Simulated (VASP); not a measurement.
# PbSe in VASP: a series of runs

Runs on PbSe. Level: PBEsol. Tasks: single point.

Program: VASP 6.6.1. These are calculated values, not measurements. Logs are shortened: lines on timing, memory, paths and dates and some standing lists are left out, and cuts for length are marked.

## (1) The cell of the first run

Symmetry: R-3m, No. 166, trigonal system. Conventional cell: a = 4.287 Å, b = 4.287 Å, c = 10.820 Å, α = 90.00°, β = 90.00°, γ = 120.00°. Within 4.0 Å of Pb (site symmetry -3m) lie 6 Se at 3.06 Å. Within 4.0 Å of Se (site symmetry -3m) lie 6 Pb at 3.06 Å.

## (2) Single point, PBEsol (equal xy, yz and zx shear strains of +2 %)

File INCAR:

```
PREC = Accurate
ENCUT = 520
EDIFF = 1E-6
ISMEAR = -1
SIGMA = 0.01
LREAL = False
LASPH = True
NELM = 60
ALGO = Normal
ISIF = 2
LWAVE = False
LCHARG = True
GGA = PS
LELF = True
LVHAR = True
NBANDS = 17
```

File KPOINTS:

```
regular mesh
0
Gamma
  9 9 9
```

File POSCAR:

```
PbSe
1.0
    0.0612430000      3.0927715000      3.0927715000
    3.0927715000      0.0612430000      3.0927715000
    3.0927715000      3.0927715000      0.0612430000
Pb Se
1 1
Direct
    0.0000000000      0.0000000000      0.0000000000
    0.5000000000      0.5000000000      0.5000000000
```

Potentials or basis: VASP PAW PBE potentials, release 64 (Pb_d, Se).

Started as:

```console
$ cat potpaw_PBE.64/Pb_d/POTCAR potpaw_PBE.64/Se/POTCAR > POTCAR
$ mpirun -np 1 vasp_std > vasp.out
```

OUTCAR:

```text
PREC = Accurate
   ENCUT = 520
   EDIFF = 1E-6
   ISMEAR = -1
   LREAL = False
   LASPH = True
   NELM = 60
   ISIF = 2
   GGA = PS

 ion  position               nearest neighbor table
   1  0.000  0.000  0.000-   2 3.06   2 3.06   2 3.06   2 3.06   2 3.06   2 3.06
   2  0.500  0.500  0.500-   1 3.06   1 3.06   1 3.06   1 3.06   1 3.06   1 3.06

  LATTYP: Found a trigonal (rhomboedric) cell.
 ALAT       =     4.3742681454
 COS(alpha) =     0.5197000882

  Lattice vectors:

 A1 = (   0.0612430000,   3.0927715000,   3.0927715000)
 A2 = (   3.0927715000,   0.0612430000,   3.0927715000)
 A3 = (   3.0927715000,   3.0927715000,   0.0612430000)

Analysis of symmetry for initial positions (statically):
=====================================================================
 Subroutine PRICEL returns:
 Original cell was already a primitive cell.

 Routine SETGRP: Setting up the symmetry group for a
 trigonal (rhombohedral) supercell.

 Subroutine GETGRP returns: Found 12 space group operations
 (whereof 12 operations were pure point group operations)
 out of a pool of 12 trial point group operations.

The static configuration has the point symmetry D_3d.

Analysis of symmetry for dynamics (positions and initial velocities):
=====================================================================
 Subroutine PRICEL returns:
 Original cell was already a primitive cell.

 Routine SETGRP: Setting up the symmetry group for a
 trigonal (rhombohedral) supercell.

 Subroutine GETGRP returns: Found 12 space group operations
 (whereof 12 operations were pure point group operations)
 out of a pool of 12 trial point group operations.

The dynamic configuration has the point symmetry D_3d.

 Subroutine INISYM returns: Found 12 space group operations
 (whereof 12 operations are pure point group operations),
 and found     1 'primitive' translations

----------------------------------------------------------------------------------------

                                     Primitive cell

  volume of cell :      57.4090

  direct lattice vectors                    reciprocal lattice vectors
     0.061243000  3.092771500  3.092771500    -0.166550293  0.163316307  0.163316307
     3.092771500  0.061243000  3.092771500     0.163316307 -0.166550293  0.163316307
     3.092771500  3.092771500  0.061243000     0.163316307  0.163316307 -0.166550293

  length of vectors
     4.374268145  4.374268145  4.374268145     0.284751528  0.284751528  0.284751528

  position of ions in fractional coordinates (direct lattice)
     0.000000000  0.000000000  0.000000000
     0.500000000  0.500000000  0.500000000

  ion indices of the primitive-cell ions
   primitive index   ion index
                 1           1
                 2           2

----------------------------------------------------------------------------------------

 KPOINTS: regular mesh

Automatic generation of k-mesh.
 Grid dimensions read from file:
 generate k-points for:    9    9    9

 Generating k-lattice:

  Cartesian coordinates                     Fractional coordinates (reciprocal lattice)
    -0.018505588  0.018146256  0.018146256     0.111111111  0.000000000  0.000000000
     0.018146256 -0.018505588  0.018146256     0.000000000  0.111111111  0.000000000
     0.018146256  0.018146256 -0.018505588     0.000000000  0.000000000  0.111111111

  Length of vectors
     0.031639059  0.031639059  0.031639059

  Shift w.r.t. Gamma in fractional coordinates (k-lattice)
     0.000000000  0.000000000  0.000000000

 Subroutine IBZKPT returns following result:
 ===========================================

 Found     85 irreducible k-points:

 Following reciprocal coordinates:
            Coordinates               Weight
  0.000000  0.000000  0.000000      1.000000
  0.111111 -0.000000 -0.000000      6.000000
  0.222222 -0.000000  0.000000      6.000000
  0.333333 -0.000000 -0.000000      6.000000
  0.444444 -0.000000  0.000000      6.000000
  0.111111  0.111111 -0.000000      6.000000
[... 16 lines left out ...]
 -0.333333  0.333333  0.000000      6.000000
  0.444444  0.444444 -0.000000      6.000000
 [... further k-points ...]
   k-points           NKPTS =     85   k-points in BZ     NKDIM =     85   number of bands    NBANDS=     17
   number of dos      NEDOS =    301   number of ions     NIONS =      2
   total plane-waves  NPLWV =  46656
   dimension x,y,z NGX =    36 NGY =   36 NGZ =   36
   dimension x,y,z NGXF=    72 NGYF=   72 NGZF=   72
   ions per type =               1   1
   NGX,Y,Z   is equivalent  to a cutoff of  13.68, 13.68, 13.68 a.u.
   NGXF,Y,Z  is equivalent  to a cutoff of  27.36, 27.36, 27.36 a.u.
 SYSTEM =  unknown system
   PREC   = accura    normal or accurate (medium, high low for compatibility)
   ISTART =      0    job   : 0-new  1-cont  2-samecut
   ICHARG =      2    charge: 1-file 2-atom 10-const
   ISPIN  =      1    spin polarized calculation?
   LNONCOLLINEAR =      F non collinear calculations
   LSORBIT =      F    spin-orbit coupling
   LASPH  =      T    aspherical Exc in radial PAW
   ENCUT  =  520.0 eV  38.22 Ry    6.18 a.u.   8.13  8.13  8.13*2*pi/ulx,y,z
   NELM   =     60;   NELMIN=  2; NELMDL= -5     # of ELM steps
   EDIFF  = 0.1E-05   stopping-criterion for ELM
   LREAL  =      F    real-space projection
   EDIFFG = 0.1E-04   stopping-criterion for IOM
   NSW    =      0    number of steps for IOM
   IBRION =     -1    ionic relax: 0-MD 1-quasi-New 2-CG
   NFREE  =      0    steps in history (QN), initial steepest desc. (CG)
   ISIF   =      2    stress and relaxation
   ISYM   =      2    0-nonsym 1-usesym 2-fastsym
   POTIM  = 0.5000    time-step for ionic-motion
   TEBEG  =    0.0;   TEEND  =   0.0 temperature during run
   PSTRESS=    0.0 pullay stress
   NELECT =      20.0000    total number of electrons
   NUPDOWN=      -1.0000    fix difference up-down
   EMIN   =  10.00;   EMAX   =-10.00  energy-range for DOS
   EFERMI =   0.00;   METHOD = LEGACY
   ISMEAR =    -1;   SIGMA  =   0.01  broadening in eV -4-tet -1-fermi 0-gaus
   EFERMI_NEDOS =   21; number of points for ismear=-14 and -15
   IALGO  =     38    algorithm
   IMIX   =      4    mixing-type and parameters
     AMIX     =   0.40;   BMIX     =  1.00
     AMIX_MAG =   1.60;   BMIX_MAG =  1.00
  volume/ion in A,a.u.               =      28.70       193.71
  Fermi-wavevector in a.u.,A,eV,Ry     =   1.151927  2.176826 18.054049  1.326935
  Thomas-Fermi vector in A             =   2.288581
   LORBIT       =      0    0 simple, 1 ext, 2 COOP (PROOUT), +10 PAW based schemes
   GGA     = PS    functional components
   LHFCALC =     F    Hartree Fock is set to
   AEXX    =    0.0000 exact exchange contribution
   IVDW    =     0    specifies the selected vdW correction
   LEPSILON=     F    determine dielectric tensor
   LRPA    =     F    only Hartree local field effects (RPA)
 non-spin polarized calculation
  energy-cutoff  :      520.00
  volume of cell :       57.41
 maximum number of plane-waves:      1563
 NGX is ok and might be reduce to    36
   NGX = 17   NGY = 17   NGZ = 17

 number of electron      19.9999999 magnetization

 Free energy of the ion-electron system (eV)
  ---------------------------------------------------
  ext. energy  EPLUGINS =         0.00000000
  ---------------------------------------------------
  free energy    TOTEN  =        -8.91294063 eV

  energy without entropy =       -8.91294063  energy(sigma->0) =       -8.91294063

 E-fermi :   5.0390     XC(G=0):  -9.7147

 val. band max:        4.8071323388   @ k =   0.4444   0.4444   0.4444
 cond. band min:       5.2836942729   @ k =   0.4444  -0.0000   0.0000
 fundamental gap:      0.4765619341
 Fermi energy:         5.0390404279

 k-point     1 :       0.0000    0.0000    0.0000
  band No.  band energies     occupation
      1     -11.8551      2.00000
      2     -11.8551      2.00000
      3     -11.8485      2.00000
      4     -11.8439      2.00000
      5     -11.8439      2.00000
      6      -8.6991      2.00000
[... 9 lines left out ...]
     16      11.4810      0.00000
     17      12.9166      0.00000

 k-point     2 :       0.1111   -0.0000   -0.0000
  band No.  band energies     occupation
      1     -11.8566      2.00000
      2     -11.8515      2.00000
      3     -11.8471      2.00000
      4     -11.8461      2.00000
      5     -11.8428      2.00000
      6      -8.6036      2.00000
[... 9 lines left out ...]
     16      11.7699      0.00000
     17      13.8918      0.00000

 k-point     3 :       0.2222   -0.0000    0.0000
  band No.  band energies     occupation
      1     -11.8627      2.00000
      2     -11.8546      2.00000
      3     -11.8478      2.00000
      4     -11.8390      2.00000
      5     -11.8336      2.00000
      6      -8.3355      2.00000
[... 9 lines left out ...]
     16      12.4996      0.00000
     17      15.5815      0.00000

 k-point     4 :       0.3333   -0.0000   -0.0000
  band No.  band energies     occupation
      1     -11.8710      2.00000
      2     -11.8625      2.00000
      3     -11.8480      2.00000
      4     -11.8265      2.00000
      5     -11.8223      2.00000
      6      -7.9651      2.00000
[... 9 lines left out ...]
     16      13.6026      0.00000
     17      16.6332      0.00000
[... 343 lines left out ...]
      1     -11.9458      2.00000
      2     -11.8546      2.00000
      3     -11.8432      2.00000
      4     -11.8179      2.00000
      5     -11.8074      2.00000
      6      -7.2898      2.00000
[... 9 lines left out ...]
     16      15.3836      0.00000
     17      17.1365      0.00000

 k-point    23 :      -0.3333    0.3333    0.0000
  band No.  band energies     occupation
      1     -11.9235      2.00000
      2     -11.8535      2.00000
      3     -11.8418      2.00000
      4     -11.8272      2.00000
      5     -11.8128      2.00000
      6      -7.3178      2.00000
[... 9 lines left out ...]
     16      14.2439      0.00000
     17      16.4260      0.00000

 k-point    24 :       0.4444    0.4444   -0.0000
  band No.  band energies     occupation
      1     -11.9735      2.00000
      2     -11.8684      2.00000
      3     -11.8294      2.00000
      4     -11.8076      2.00000
      5     -11.8036      2.00000
      6      -7.3086      2.00000
[... 9 lines left out ...]
     16      16.2644      0.00000
     17      17.2326      0.00000

 [... further k-points ...]

------------------------ aborting loop because EDIFF is reached ----------------------------------------

  FORCE on cell =-STRESS in cart. coord.  units (eV):
  Direction    XX          YY          ZZ          XY          YZ          ZX
  --------------------------------------------------------------------------------------
  -------------------------------------------------------------------------------------
  Total       -0.2121518     -0.2121518     -0.2121518     -0.1314026     -0.1314026     -0.1314026
  in kB       -5.9207600     -5.9207600     -5.9207600     -3.6671991     -3.6671991     -3.6671991
  external PRESSURE =      -5.9207600 kB  Pullay stress =       0.0000000 kB

 VOLUME and BASIS-vectors are now :
 -----------------------------------------------------------------------------
  energy-cutoff  :      520.00
  volume of cell :       57.41
      direct lattice vectors                 reciprocal lattice vectors
     0.061243000  3.092771500  3.092771500    -0.166550293  0.163316307  0.163316307
     3.092771500  0.061243000  3.092771500     0.163316307 -0.166550293  0.163316307
     3.092771500  3.092771500  0.061243000     0.163316307  0.163316307 -0.166550293

 POSITION                                       TOTAL-FORCE (eV/Angst)
 -----------------------------------------------------------------------------------
      0.00000      0.00000      0.00000        -0.000000     -0.000000     -0.000000
      3.12339      3.12339      3.12339         0.000000      0.000000      0.000000
 -----------------------------------------------------------------------------------
    total drift:                               -0.000000      0.000000      0.000000

  FREE ENERGIE OF THE ION-ELECTRON SYSTEM (eV)
  ---------------------------------------------------
  free  energy   TOTEN  =        -8.9129406295 eV

  energy  without entropy=       -8.9129406295  energy(sigma->0) =       -8.91294063
```

Run time: 65 s. Hardware: 1 thread of Intel Xeon Platinum 8488C (Sapphire Rapids), shared host; peak memory 0.25 GiB.

What came out:

| Quantity | Value |
| --- | --- |
| Free energy | -8.9129 eV |
| Pressure | -0.6 GPa |
| Band gap on the k mesh | 0.48 eV, indirect (least direct gap 0.63 eV) |

Caveat: the cell differs from its parent crystal (equal xy, yz and zx shear strains of +2 %); the PAW data sets were made with another functional, which shifts forces and pressure a little; spin-orbit coupling is left out, which moves the levels of the heavy elements. A k mesh can miss the band edges.

## (3) Single point, PBEsol (volume scaled by 0.94)

File INCAR:

```
SYSTEM = PbSe
ALGO = Normal ; EDIFF = 1E-6
ENCUT = 500 ; GGA = PS
GGA_COMPAT = .False. ; ISIF = 2
ISMEAR = -1 ; LASPH = .True.
LCHARG = .True. ; LELF = .True.
LREAL = .False. ; LVHAR = .True.
LWAVE = .False. ; NBANDS = 17
NELM = 120 ; PREC = Accurate
SIGMA = 0.01
```

File KPOINTS:

```
k-points
0
Gamma
  9 9 9
  0 0 0
```

File POSCAR:

```
PbSe
1.0
    0.0000000000      2.9996396028      2.9996396028
    2.9996396028      0.0000000000      2.9996396028
    2.9996396028      2.9996396028      0.0000000000
Pb Se
1 1
Direct
    0.0000000000      0.0000000000      0.0000000000
    0.5000000000      0.5000000000      0.5000000000
```

Potentials or basis: VASP PAW PBE potentials, release 64 (Pb_d, Se).

Started as:

```console
$ cat potpaw_PBE.64/Pb_d/POTCAR potpaw_PBE.64/Se/POTCAR > POTCAR
$ mpirun -np 1 vasp_std > vasp.out
```

Run time: 34 s. Hardware: 1 thread of Intel Xeon 8259CL, shared host; peak memory 0.19 GiB.

Results (log left out):

| Property | Result |
| --- | --- |
| Free energy | -8.8912 eV |
| Pressure | 3.0 GPa |

Levels at points of the mesh, in eV from the Fermi level:
```csv
k point,band 7,band 8,band 9,band 10,band 11,band 12,band 13,band 14
"(0.00, 0.00, 0.00)",-6.21,-2.13,-2.13,-2.13,4.83,4.83,4.83,6.33
```

Caveat: this odd mesh misses L, where the gap lies, so gap, dielectric constants and Born charges aren't listed; the PAW data sets were made with another functional, which shifts forces and pressure a little; spin-orbit coupling is left out, which moves the levels of the heavy elements.

## (4) Single point, PBEsol (volume scaled by 0.96)

File INCAR:

```
PREC = Accurate ; ENCUT = 500
EDIFF = 1E-6 ; ISMEAR = -1
SIGMA = 0.01 ; LREAL = False
LASPH = True ; NELM = 120
ALGO = Normal ; ISIF = 2
LWAVE = False ; LCHARG = True
GGA = PS ; LELF = True
LVHAR = True ; NBANDS = 17
GGA_COMPAT = False
```

File KPOINTS:

```
regular mesh
0
Gamma
  9 9 9
```

File POSCAR:

```
PbSe
1.0
    0.0000000000      3.0207645214      3.0207645214
    3.0207645214      0.0000000000      3.0207645214
    3.0207645214      3.0207645214      0.0000000000
Pb Se
1 1
Direct
    0.0000000000      0.0000000000      0.0000000000
    0.5000000000      0.5000000000      0.5000000000
```

Started as:

```console
$ cat potpaw_PBE.64/Pb_d/POTCAR potpaw_PBE.64/Se/POTCAR > POTCAR
$ mpirun -np 1 vasp_std > vasp.out
```

Run time: 39 s. Hardware: 1 thread of Intel Xeon 8259CL, shared host; peak memory 0.19 GiB.

The run converged. Its results:

| Item | Value |
| --- | --- |
| Free energy | -8.9085 eV |
| Pressure | 1.7 GPa |

Levels at points of the mesh, in eV from the Fermi level:
```csv
k point,band 6,band 7,band 8,band 9,band 10,band 11,band 12,band 13,band 14,band 15
"(0.00, 0.00, 0.00)",-13.95,-6.26,-2.05,-2.05,-2.05,4.77,4.77,4.77,6.37,6.37
```

Caveat: this odd mesh misses L, where the gap lies, so gap, dielectric constants and Born charges aren't listed; the PAW data sets were made with another functional, which shifts forces and pressure a little; spin-orbit coupling is left out, which moves the levels of the heavy elements.

## (5) Single point, PBEsol (volume scaled by 0.98)

File INCAR:

```
  ALGO = Normal
  EDIFF = 1E-6
  ENCUT = 500
  GGA = PS
  GGA_COMPAT = False
  ISIF = 2
  ISMEAR = -1
  LASPH = True
  LCHARG = False
  LREAL = False
  LWAVE = False
  NBANDS = 17
  NELM = 120
  PREC = Accurate
  SIGMA = 0.01
```

File KPOINTS:

```
k-points
0
Gamma
  9 9 9
```

File POSCAR:

```
PbSe
1.0
    0.0000000000      3.0415980385      3.0415980385
    3.0415980385      0.0000000000      3.0415980385
    3.0415980385      3.0415980385      0.0000000000
Pb Se
1 1
Direct
    0.0000000000      0.0000000000      0.0000000000
    0.5000000000      0.5000000000      0.5000000000
```

Started as:

```console
$ cat potpaw_PBE.64/Pb_d/POTCAR potpaw_PBE.64/Se/POTCAR > POTCAR
$ mpirun -np 1 vasp_std > vasp.out
```

It took 39 s on 1 thread of Intel Xeon 8259CL, shared host; peak memory 0.19 GiB.

It converged, with:

- Free energy: -8.9167 eV
- Pressure: 0.5 GPa

Levels at points of the mesh, in eV from the Fermi level:
```csv
k point,band 8,band 9,band 10,band 11,band 12,band 13
"(0.00, 0.00, 0.00)",-1.96,-1.96,-1.96,4.71,4.71,4.71
```

Caveat: this odd mesh misses L, where the gap lies, so gap, dielectric constants and Born charges aren't listed; the PAW data sets were made with another functional, which shifts forces and pressure a little; spin-orbit coupling is left out, which moves the levels of the heavy elements.

## (6) Summary

| cell | cutoff (eV) | pressure (GPa) |
| --- | --- | --- |
| a = 4.374 Å, angles 58.7°, 2 atoms | 520 | -0.6 |
| a = 4.242 Å, angles 60.0°, 2 atoms | 500 | 3.0 |
| a = 4.272 Å, angles 60.0°, 2 atoms | 500 | 1.7 |
| a = 4.301 Å, angles 60.0°, 2 atoms | 500 | 0.5 |

Alike in all rows: task single point; level PBEsol; potentials or basis VASP PAW PBE potentials, release 64 (Pb_d, Se); no spin polarisation; k mesh 9 × 9 × 9; smearing fermi-dirac 0.01 eV.

Caveats: the PAW data sets were made with another functional, which shifts forces and pressure a little; spin-orbit coupling is left out, which moves the levels of the heavy elements.

Total energies depend on the potentials used, so only differences within one code and one set of settings carry meaning.
